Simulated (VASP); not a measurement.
# C (P-1) in VASP: single point with LDA

Aim: the single point of C with LDA.

Program: VASP 6.6.1. These are calculated values, not measurements. Logs are shortened: lines on timing, memory, paths and dates and some standing lists are left out, and cuts for length are marked.

## (1) The cell of the first run

The typed cell holds 2 atoms: a = 3.585 Å, b = 3.580 Å, c = 3.585 Å, α = 39.71°, β = 40.14°, γ = 40.20°.

## (2) Single point, LDA

Contents of INCAR:

```
SYSTEM = C
  ALGO = Normal
  EDIFF = 1E-7
  ENCUT = 520
  GGA = CA
  ISIF = 2
  ISMEAR = 0
  LASPH = .True.
  LCHARG = .False.
  LREAL = .False.
  LWAVE = .False.
  NBANDS = 11
  NELM = 100
  PREC = Accurate
  SIGMA = 0.05
```

Contents of KPOINTS:

```
k-points
0
Gamma
  12 12 12
  0 0 0
```

Contents of POSCAR:

```
C
1.0
    1.2340257742      0.7073000252      3.2902288568
   -1.2280929087      0.6919798210      3.2913057702
   -0.0103012533     -1.4155018856      3.2942306576
C
2
Direct
    0.1673377418      0.1662193226      0.1661499235
    0.8326622582      0.8337806774      0.8338500765
```

Potentials or basis: VASP PAW LDA potentials, release 64 (C).

Launch:

```bash
> cat potpaw_LDA.64/C/POTCAR > POTCAR
> mpirun -np 1 vasp_std > vasp.out
```

OUTCAR:

```text
SYSTEM = C
   EDIFF = 1E-7
   ENCUT = 520
   GGA = CA
   ISIF = 2
   ISMEAR = 0
   LASPH = .True.
   LREAL = .False.
   NELM = 100
   PREC = Accurate

 ion  position               nearest neighbor table
   1  0.167  0.166  0.166-   2 1.41   2 1.41   2 1.42
   2  0.833  0.834  0.834-   1 1.41   1 1.41   1 1.42

  LATTYP: Found a triclinic cell.
 ALAT       =     2.4621665819
 B/A-ratio  =     0.9885726110
 C/A-ratio  =     1.4558349556
 COS(alpha) =     0.0024972458
 COS(beta)  =     0.3450860218
 COS(gamma) =     0.4949212607

  Lattice vectors:

 A1 = (  -2.4621186829,  -0.0153202042,   0.0010769134)
 A2 = (  -1.2177916554,   2.1074817066,  -0.0029248874)
 A3 = (  -1.2340257742,  -0.7073000252,  -3.2902288568)

Analysis of symmetry for initial positions (statically):
=====================================================================
 Subroutine PRICEL returns:
 Original cell was already a primitive cell.

 Routine SETGRP: Setting up the symmetry group for a
 triclinic supercell.

 Subroutine GETGRP returns: Found  2 space group operations
 (whereof  2 operations were pure point group operations)
 out of a pool of  2 trial point group operations.

The static configuration has the point symmetry S_2 .

Analysis of symmetry for dynamics (positions and initial velocities):
=====================================================================
 Subroutine PRICEL returns:
 Original cell was already a primitive cell.

 Routine SETGRP: Setting up the symmetry group for a
 triclinic supercell.

 Subroutine GETGRP returns: Found  2 space group operations
 (whereof  2 operations were pure point group operations)
 out of a pool of  2 trial point group operations.

The dynamic configuration has the point symmetry S_2 .

 Subroutine INISYM returns: Found  2 space group operations
 (whereof  2 operations are pure point group operations),
 and found     1 'primitive' translations

----------------------------------------------------------------------------------------

                                     Primitive cell

  volume of cell :      17.1427

  direct lattice vectors                    reciprocal lattice vectors
     1.234025774  0.707300025  3.290228857     0.404742650  0.234018656  0.101821409
    -1.228092909  0.691979821  3.291305770    -0.407597734  0.239113663  0.101470452
    -0.010301253 -1.415501886  3.294230658     0.002984863 -0.472635731  0.100482939

  length of vectors
     3.584508176  3.580466721  3.585485648     0.478486095  0.483329607  0.483208304

  position of ions in fractional coordinates (direct lattice)
     0.167337742  0.166219323  0.166149924
     0.832662258  0.833780677  0.833850076

  ion indices of the primitive-cell ions
   primitive index   ion index
                 1           1
                 2           2

----------------------------------------------------------------------------------------

 KPOINTS: k-points

Automatic generation of k-mesh.
 Grid dimensions read from file:
 generate k-points for:   12   12   12

 Generating k-lattice:

  Cartesian coordinates                     Fractional coordinates (reciprocal lattice)
     0.033728554  0.019501555  0.008485117     0.083333333 -0.000000000 -0.000000000
    -0.033966478  0.019926139  0.008455871     0.000000000  0.083333333  0.000000000
     0.000248739 -0.039386311  0.008373578    -0.000000000 -0.000000000  0.083333333

  Length of vectors
     0.039873841  0.040277467  0.040267359

  Shift w.r.t. Gamma in fractional coordinates (k-lattice)
     0.000000000  0.000000000  0.000000000

 Subroutine IBZKPT returns following result:
 ===========================================

 Found    868 irreducible k-points:

 Following reciprocal coordinates:
            Coordinates               Weight
  0.000000  0.000000  0.000000      1.000000
  0.083333  0.000000 -0.000000      2.000000
  0.166667 -0.000000  0.000000      2.000000
  0.250000  0.000000 -0.000000      2.000000
  0.333333  0.000000 -0.000000      2.000000
  0.416667  0.000000 -0.000000      2.000000
[... 16 lines left out ...]
  0.250000  0.166667 -0.000000      2.000000
  0.333333  0.166667 -0.000000      2.000000
 [... further k-points ...]
   k-points           NKPTS =    868   k-points in BZ     NKDIM =    868   number of bands    NBANDS=     11
   number of dos      NEDOS =    301   number of ions     NIONS =      2
   total plane-waves  NPLWV =  21952
   dimension x,y,z NGX =    28 NGY =   28 NGZ =   28
   dimension x,y,z NGXF=    56 NGYF=   56 NGZF=   56
   ions per type =               2
   NGX,Y,Z   is equivalent  to a cutoff of  12.99, 13.00, 12.98 a.u.
   NGXF,Y,Z  is equivalent  to a cutoff of  25.97, 26.00, 25.97 a.u.
 SYSTEM =  C
   PREC   = accura    normal or accurate (medium, high low for compatibility)
   ISTART =      0    job   : 0-new  1-cont  2-samecut
   ICHARG =      2    charge: 1-file 2-atom 10-const
   ISPIN  =      1    spin polarized calculation?
   LNONCOLLINEAR =      F non collinear calculations
   LSORBIT =      F    spin-orbit coupling
   LASPH  =      T    aspherical Exc in radial PAW
   ENCUT  =  520.0 eV  38.22 Ry    6.18 a.u.   6.66  6.66  6.67*2*pi/ulx,y,z
   NELM   =    100;   NELMIN=  2; NELMDL= -5     # of ELM steps
   EDIFF  = 0.1E-06   stopping-criterion for ELM
   LREAL  =      F    real-space projection
   EDIFFG = 0.1E-05   stopping-criterion for IOM
   NSW    =      0    number of steps for IOM
   IBRION =     -1    ionic relax: 0-MD 1-quasi-New 2-CG
   NFREE  =      0    steps in history (QN), initial steepest desc. (CG)
   ISIF   =      2    stress and relaxation
   ISYM   =      2    0-nonsym 1-usesym 2-fastsym
   POTIM  = 0.5000    time-step for ionic-motion
   TEBEG  =    0.0;   TEEND  =   0.0 temperature during run
   PSTRESS=    0.0 pullay stress
   NELECT =       8.0000    total number of electrons
   NUPDOWN=      -1.0000    fix difference up-down
   EMIN   =  10.00;   EMAX   =-10.00  energy-range for DOS
   EFERMI =   0.00;   METHOD = LEGACY
   ISMEAR =     0;   SIGMA  =   0.05  broadening in eV -4-tet -1-fermi 0-gaus
   EFERMI_NEDOS =   21; number of points for ismear=-14 and -15
   IALGO  =     38    algorithm
   IMIX   =      4    mixing-type and parameters
     AMIX     =   0.40;   BMIX     =  1.00
     AMIX_MAG =   1.60;   BMIX_MAG =  1.00
  volume/ion in A,a.u.               =       8.57        57.84
  Fermi-wavevector in a.u.,A,eV,Ry     =   1.269828  2.399627 21.938893  1.612463
  Thomas-Fermi vector in A             =   2.402848
   LORBIT       =      0    0 simple, 1 ext, 2 COOP (PROOUT), +10 PAW based schemes
   GGA     = CA    functional components
   LHFCALC =     F    Hartree Fock is set to
   AEXX    =    0.0000 exact exchange contribution
   IVDW    =     0    specifies the selected vdW correction
   LEPSILON=     F    determine dielectric tensor
   LRPA    =     F    only Hartree local field effects (RPA)
 non-spin polarized calculation
 Gauss-broadening in eV      SIGMA  =   0.05
  energy-cutoff  :      520.00
  volume of cell :       17.14
 maximum number of plane-waves:       474
   NGX = 13   NGY = 13   NGZ = 13

 number of electron       8.0000000 magnetization

 Free energy of the ion-electron system (eV)
  ---------------------------------------------------
  ext. energy  EPLUGINS =         0.00000000
  ---------------------------------------------------
  free energy    TOTEN  =       -20.21771087 eV

  energy without entropy =      -20.21771087  energy(sigma->0) =      -20.21771087

 E-fermi :   4.8075     XC(G=0): -10.9089

 val. band max:        4.5110735819   @ k =   0.5000  -0.1667   0.1667
 cond. band min:       5.1320312987   @ k =   0.5000  -0.1667   0.1667
 fundamental gap:      0.6209577168
 Fermi energy:         4.8074609836

 k-point     1 :       0.0000    0.0000    0.0000
  band No.  band energies     occupation
      1     -14.7596      2.00000
      2      -1.7058      2.00000
      3       1.7584      2.00000
      4       1.9297      2.00000
      5       8.8216      0.00000
      6      13.1393      0.00000
      7      13.3683      0.00000
      8      16.2529      0.00000
      9      18.1695      0.00000
     10      27.4681      0.00000
     11      30.6857      0.00000

 k-point     2 :       0.0833    0.0000   -0.0000
  band No.  band energies     occupation
      1     -14.5931      2.00000
      2      -1.5408      2.00000
      3       1.1082      2.00000
      4       1.6017      2.00000
      5       9.0592      0.00000
      6      13.3161      0.00000
      7      14.0488      0.00000
      8      15.6637      0.00000
      9      18.3925      0.00000
     10      27.9330      0.00000
     11      29.0484      0.00000

 k-point     3 :       0.1667   -0.0000    0.0000
  band No.  band energies     occupation
      1     -14.0954      2.00000
      2      -1.0489      2.00000
      3      -0.5262      2.00000
      4       0.8309      2.00000
      5       9.7704      0.00000
      6      13.5043      0.00000
      7      14.1348      0.00000
      8      15.8575      0.00000
      9      19.1429      0.00000
     10      26.2941      0.00000
     11      29.1732      0.00000

 k-point     4 :       0.2500    0.0000   -0.0000
  band No.  band energies     occupation
      1     -13.2734      2.00000
      2      -2.6205      2.00000
      3      -0.2410      2.00000
      4      -0.0283      2.00000
      5      10.9074      0.00000
      6      12.0300      0.00000
      7      13.5224      0.00000
      8      18.3635      0.00000
      9      20.1839      0.00000
     10      24.2104      0.00000
     11      27.3442      0.00000

 k-point     5 :       0.3333    0.0000   -0.0000
  band No.  band energies     occupation
      1     -12.1409      2.00000
      2      -4.8204      2.00000
      3      -0.7463      2.00000
      4       0.8404      2.00000
      5       9.7359      0.00000
      6      12.5337      0.00000
      7      13.3930      0.00000
      8      20.2821      0.00000
      9      21.1479      0.00000
     10      23.4575      0.00000
     11      26.1452      0.00000
[... 211 lines left out ...]
 k-point    21 :       0.0833    0.1667    0.0000
  band No.  band energies     occupation
      1     -14.2306      2.00000
      2      -1.3158      2.00000
      3       0.2368      2.00000
      4       0.7762      2.00000
      5       9.7992      0.00000
      6      13.6201      0.00000
      7      14.6505      0.00000
      8      14.7000      0.00000
      9      19.2213      0.00000
     10      26.7208      0.00000
     11      28.8915      0.00000

 k-point    22 :       0.1667    0.1667    0.0000
  band No.  band energies     occupation
      1     -14.0504      2.00000
      2      -1.2638      2.00000
      3      -0.3233      2.00000
      4       0.6163      2.00000
      5      10.2593      0.00000
      6      13.2136      0.00000
      7      14.1139      0.00000
      8      15.7794      0.00000
      9      19.4188      0.00000
     10      26.0207      0.00000
     11      29.2731      0.00000

 k-point    23 :       0.2500    0.1667   -0.0000
  band No.  band energies     occupation
      1     -13.5435      2.00000
      2      -1.4079      2.00000
      3      -0.8635      2.00000
      4      -0.2856      2.00000
      5      11.1550      0.00000
      6      12.7689      0.00000
      7      13.7535      0.00000
      8      16.7455      0.00000
      9      20.4292      0.00000
     10      23.9231      0.00000
     11      29.2413      0.00000

 k-point    24 :       0.3333    0.1667   -0.0000
  band No.  band energies     occupation
      1     -12.7186      2.00000
      2      -2.8078      2.00000
      3      -1.5623      2.00000
      4      -0.1215      2.00000
      5      11.1319      0.00000
      6      12.4391      0.00000
      7      15.0306      0.00000
      8      16.9659      0.00000
      9      21.4167      0.00000
     10      22.5840      0.00000
     11      27.9993      0.00000

 [... further k-points ...]
[... 5 lines left out ...]
  --------------------------------------------------------------------------------------
  -------------------------------------------------------------------------------------
  Total       -0.6505977      0.1149385      0.0039566     -0.5951276      0.0002341     -0.0011813
  in kB      -60.8055620     10.7422809      0.3697911    -55.6212673      0.0218750     -0.1104098
  external PRESSURE =     -16.5644967 kB  Pullay stress =       0.0000000 kB

 VOLUME and BASIS-vectors are now :
 -----------------------------------------------------------------------------
  energy-cutoff  :      520.00
  volume of cell :       17.14
      direct lattice vectors                 reciprocal lattice vectors
     1.234025774  0.707300025  3.290228857     0.404742650  0.234018656  0.101821409
    -1.228092909  0.691979821  3.291305770    -0.407597734  0.239113663  0.101470452
    -0.010301253 -1.415501886  3.294230658     0.002984863 -0.472635731  0.100482939

 POSITION                                       TOTAL-FORCE (eV/Angst)
 -----------------------------------------------------------------------------------
      0.00065     -0.00181      1.64499         0.001497      0.001145     -0.000811
     -0.00502     -0.01441      8.23077        -0.001497     -0.001145      0.000811
 -----------------------------------------------------------------------------------
    total drift:                                0.000000      0.000000     -0.000000

  FREE ENERGIE OF THE ION-ELECTRON SYSTEM (eV)
  ---------------------------------------------------
  free  energy   TOTEN  =       -20.2177108693 eV

  energy  without entropy=      -20.2177108693  energy(sigma->0) =      -20.21771087
```

Wall time 5.2 min (1 thread of Intel Xeon 8259CL, shared host); peak memory 0.24 GiB.

What came out:

```yaml
Free_energy: -20.2177 eV
Pressure: -1.7 GPa
Band_gap_on_the_k_mesh: 0.62 eV, direct
```

Forces in eV/Å, atoms in the order of the input:
```
C    0.001  0.001 -0.001
C   -0.001 -0.001  0.001
```

Levels at points of the mesh, in eV from the valence-band top:
```
           k point  band 1  band 2  band 3  band 4  band 5  band 6  band 7  band 8  band 9
(0.00, 0.00, 0.00)  -19.27   -6.22   -2.75   -2.58    4.31    8.63    8.86   11.74   13.66
(0.50, 0.00, 0.00)  -13.95  -12.96   -5.88   -1.77    2.29    8.57   11.96   12.50   18.85
(0.00, 0.50, 0.00)  -13.74  -12.96   -6.15   -1.61    2.31    8.03   12.05   12.62   18.69
(0.50, 0.50, 0.00)  -13.59  -12.86   -6.23   -2.43    1.52    7.52   13.40   15.48   20.25
(0.00, 0.00, 0.50)  -13.73  -12.96   -6.17   -1.58    2.33    8.00   12.03   12.58   18.66
(0.50, 0.00, 0.50)  -13.61  -12.86   -6.22   -2.42    1.54    7.55   13.39   15.41   20.23
(0.00, 0.50, 0.50)  -13.82  -12.86   -5.95   -2.58    1.48    8.09   13.46   15.25   20.01
(0.50, 0.50, 0.50)  -18.90   -8.47   -2.78   -2.60    8.56    8.80   10.87   11.99   13.40
```

Caveat: the cell differs from its parent crystal (all atoms moved at random, sigma 0.4 Å a component, cell strained at random, sigma 0.01, then relaxed in part). A k mesh can miss the band edges.
